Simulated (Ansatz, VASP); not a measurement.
ScAlC6N6 in VASP and in Ansatz

```
Sc Al C N
1.0
     0.00000    5.46845    5.46845
     5.46845    0.00000    5.46845
     5.46845    5.46845    0.00000
Sc Al C N
1 1 6 6
Direct
  0.00000 0.00000 0.00000
  0.50000 0.50000 0.50000
  0.78715 0.21285 0.21285
  0.21285 0.78715 0.21285
  0.21285 0.21285 0.78715
  0.21285 0.78715 0.78715
  0.78715 0.21285 0.78715
  0.78715 0.78715 0.21285
  0.68072 0.31928 0.31928
  0.31928 0.68072 0.31928
  0.31928 0.31928 0.68072
  0.31928 0.68072 0.68072
  0.68072 0.31928 0.68072
  0.68072 0.68072 0.31928
```

Alike in both runs: task single point; functional PBE; k mesh 4 × 4 × 4; occupations gaussian, width 0.02 eV; no spin polarisation.

|  | VASP | Ansatz |
| --- | --- | --- |
| version | VASP 6.6.1 | Ansatz 0.2.0 |
| potentials or method | VASP PAW PBE potentials, release 64 (Sc_sv, Al, C, N), cutoff 520 eV | scalar-relativistic, plane waves, PAW |
| valence electrons in the cell | 68 | 68 |

```csv
,VASP,Ansatz,Ansatz less VASP
gap on the k mesh at the Fermi level (eV),4.01,4.01,+0.004
least direct gap on the mesh (eV),4.02,4.02,+0.004
pressure (GPa),0.4,0.0,-0.39
rms of the force components (eV/Å),0.224,0.000,-0.2232
```

Atom by atom the forces differ by 0.224 eV/Å (rms over components). One of these differences is far larger than is usual between the two programs; its cause wasn't traced. Ansatz's warnings: xc potential rough in thin density.

Noted on VASP's run: the standard files for N, O and F lose accuracy on very short bonds.
